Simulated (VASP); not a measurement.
Write the native input for VASP 6.6.1 that does the following.

```
Task                   : single point
Functional             : PBE
Potentials or basis    : VASP PAW PBE potentials, release 64 (Cd, S)
Cutoff                 : 520 eV
k mesh                 : 10 × 10 × 7
Occupations            : methfessel-paxton, width 0.1 eV
Spin                   : no spin polarisation
Dipole correction      : no
Further INCAR settings : ALGO = Normal; EDIFF = 1e-06; NBANDS = 16
```

The structure of CdS lies in POSCAR:

```
CdS
1.0
    4.2611695877      0.0000000000      0.0000000000
   -2.1305847939      3.6902811128      0.0000000000
    0.0000000000      0.0000000000      5.8041729400
Cd S
1 1
Direct
    0.0000000000      0.0000000000      0.4426919200
    0.6666666667      0.3333333333      0.4343080800
```

The input as run:

INCAR

```
ALGO = Normal
EDIFF = 1E-6
ENCUT = 520
GGA = PE
ISIF = 2
ISMEAR = 1
LASPH = True
LCHARG = False
LREAL = False
LWAVE = False
NBANDS = 16
NELM = 60
PREC = Accurate
SIGMA = 0.1
```

KPOINTS

```
k-points
0
Gamma
  10 10 7
```

Potentials or basis: VASP PAW PBE potentials, release 64 (Cd, S).

The run is started by

```sh
$ cat potpaw_PBE.64/Cd/POTCAR potpaw_PBE.64/S/POTCAR > POTCAR
$ mpirun -np 1 vasp_std > vasp.out
```

It gave:

* Pressure: -0.1 GPa
* Band gap on the k mesh: 1.47 eV, indirect (the least direct gap lies 4.1 meV higher)

It took 68 s on 1 thread of Intel(R) Xeon(R) Platinum 8259CL CPU @ 2.50GHz (Skylake/Cascade Lake) (shared host), peak memory 0.28 GiB.
